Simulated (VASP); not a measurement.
As:

```
As
1.0
     3.83229    0.00000    0.00000
    -1.91615    3.31886    0.00000
     0.00000    0.00000    6.32328
As
4
Direct
  0.33333 0.66667 0.43750
  0.66667 0.33333 0.93750
  0.66667 0.33333 0.56250
  0.33333 0.66667 0.06250
```

This isn't the form of As at room conditions, which is rhombohedral.

* Program: VASP 6.6.1
* Task: relaxation of cell and atoms
* Functional: PBE
* Potentials or basis: VASP PAW PBE potentials, release 64 (As)
* Cutoff: 600 eV
* k mesh: 6 × 6 × 4
* Occupations: gaussian, width 0.1 eV
* Spin: no spin polarisation

At the start: pressure 33.8 GPa; volume 20.11 Å³/atom.

Q: How do energy, volume and symmetry change on relaxing?

A: Over 20 steps the energy falls by 780.2 meV/atom and the volume is 26.78 Å³/atom (+33.2 %); space group P6_3/mmc (No. 194, to 0.1 Å) before and after.

Step by step:
| step | energy change (eV) | largest force (eV/Å) | pressure (GPa) | volume (Å³) |
| --- | --- | --- | --- | --- |
| 1 | 0.0000 | 0.4459 | 33.76 | 80.42 |
| 2 | -2.2231 | 0.0515 | -6.64 | 140.48 |
| 3 | -2.8462 | 0.0209 | -0.08 | 115.16 |
| 4 | -2.8456 | 0.0192 | 0.26 | 114.39 |
| 5 | -2.8597 | 0.1150 | 0.34 | 114.33 |
| 6 | -2.8851 | 0.4744 | 0.72 | 114.05 |
| 7 | -2.8931 | 0.4748 | 0.58 | 114.31 |
| 8 | -2.9155 | 0.4778 | 0.20 | 115.08 |
| 9 | -2.9509 | 0.4791 | -0.60 | 116.55 |
| 10 | -2.9650 | 0.4230 | -2.24 | 119.22 |
| 11 | -2.9689 | 0.4628 | -1.53 | 118.10 |
| 12 | -2.9900 | 0.3975 | -1.60 | 117.62 |
| 13 | -3.0369 | 0.2192 | -1.87 | 116.14 |
| 14 | -3.0555 | 0.0627 | -2.47 | 112.89 |
| 15 | -3.0631 | 0.0947 | -2.15 | 114.65 |
| 16 | -3.0668 | 0.0167 | -2.34 | 113.81 |
| 17 | -3.1106 | 0.0550 | -0.90 | 109.55 |
| 18 | -3.1180 | 0.0813 | 0.04 | 107.20 |
| 19 | -3.1180 | 0.0828 | 0.10 | 107.06 |
| 20 | -3.1208 | 0.0137 | -0.03 | 107.10 |

Final structure:
```yaml
crystal:
  lattice:
    - [4.62947, 0.00000, 0.00000]
    - [-2.31474, 4.00924, 0.00000]
    - [0.00000, 0.00000, 5.77034]
  atoms:
    - { symbol: As, position: [0.33333, 0.66667, 0.46591] }
    - { symbol: As, position: [0.66667, 0.33333, 0.96591] }
    - { symbol: As, position: [0.66667, 0.33333, 0.53409] }
    - { symbol: As, position: [0.33333, 0.66667, 0.03409] }
```

Caveat: the volume moved by over 15 % at a fixed basis, so the end points are rough.
